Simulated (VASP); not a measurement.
Input of a VASP 6.6.1 run:

POSCAR

```
BaS
1.0
    0.0000000000      3.2757305845      3.2757305845
    3.2757305845      0.0000000000      3.2757305845
    3.2757305845      3.2757305845      0.0000000000
Ba S
1 1
Direct
    0.0000000000      0.0000000000      0.0000000000
    0.5000000000      0.5000000000      0.5000000000
```

File INCAR.step1:

```
SYSTEM = BaS
  PREC = Accurate
  ENCUT = 520
  ISMEAR = 0
  SIGMA = 0.02
  LREAL = .FALSE.
  LASPH = .TRUE.
  NELM = 100
  NBANDS = 15
  GGA = PE
  ALGO = Normal
  EDIFF = 1E-4
  LWAVE = .TRUE.
  LCHARG = .FALSE.
```

INCAR.step2

```
SYSTEM = BaS
  PREC = Accurate
  ENCUT = 520
  EDIFF = 1E-6
  ISMEAR = 0
  SIGMA = 0.02
  LREAL = .FALSE.
  LASPH = .TRUE.
  NELM = 100
  ALGO = Normal
  ISIF = 2
  LWAVE = .FALSE.
  LCHARG = .TRUE.
  METAGGA = R2SCAN
  LMIXTAU = .TRUE.
  LELF = .TRUE.
  LVHAR = .TRUE.
  NBANDS = 15
  ISTART = 1
```

File KPOINTS:

```
Automatic mesh
0
G
  6 6 6
  0 0 0
```

Potentials or basis: VASP PAW PBE potentials, release 64 (Ba_sv, S).

Run with:

```console
$ cat potpaw_PBE.64/Ba_sv/POTCAR potpaw_PBE.64/S/POTCAR > POTCAR
$ cp INCAR.step1 INCAR
$ mpirun -np 1 vasp_std > vasp.out
$ cp INCAR.step2 INCAR
$ mpirun -np 1 vasp_std > vasp.out
```

(1) Predict the band gap on the k mesh.

(2) Estimate the pressure.

Results:

(1) 2.58 eV, indirect (least direct gap 2.75 eV).

(2) -1.8 GPa.

Caveat: the PAW data sets were made with another functional, which shifts forces and pressure a little; spin-orbit coupling is left out, which moves the levels of the heavy elements.
